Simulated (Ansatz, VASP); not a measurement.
**GdN: VASP beside Ansatz**

```xyz
2
Lattice="0.0000 2.4861 2.4861 2.4861 0.0000 2.4861 2.4861 2.4861 0.0000" Properties=species:S:1:pos:R:3 pbc="T T T"
Gd    2.4861    2.4861    2.4861
N     0.0000    0.0000    0.0000
```

Alike in both runs: task single point; functional r2SCAN; dispersion D4; k mesh 8 × 8 × 8; occupations gaussian, width 0.05 eV; collinear spin; Hubbard terms Gd f U = 4.0 eV.

|  | VASP | Ansatz |
| --- | --- | --- |
| version | VASP 6.6.1 | Ansatz 0.2.0 |
| potentials or method | VASP PAW PBE potentials, release 64 (Gd, N), cutoff 520 eV | scalar-relativistic, plane waves, PAW |
| valence electrons in the cell | 23 | 23 |

VASP gave:

| Item | Value |
| --- | --- |
| gap on the k mesh at the Fermi level (eV) | none |
| pressure (GPa) | 0.2 |
| net moment per atom (μB) | 3.50 |
| size of the moment on the site where the two differ most (μB) | 6.83 |

Problem. Estimate Ansatz's values.

Solution. gap on the k mesh at the Fermi level (eV): none; pressure (GPa): 0.0; net moment per atom (μB): 3.50; size of the moment on the site where the two differ most (μB): 6.96.

VASP's potentials were made for PBE, not for r2SCAN. Site moments also hang on the region over which each program counts them. The programs project onto different local orbitals, so the same U acts differently, and such runs can settle in different states. A gap of «none» marks a metal or a gap that the smearing closes. Ansatz's warnings: filled band counts differ across k points, stability check not made.

Neither program's run includes spin-orbit coupling.
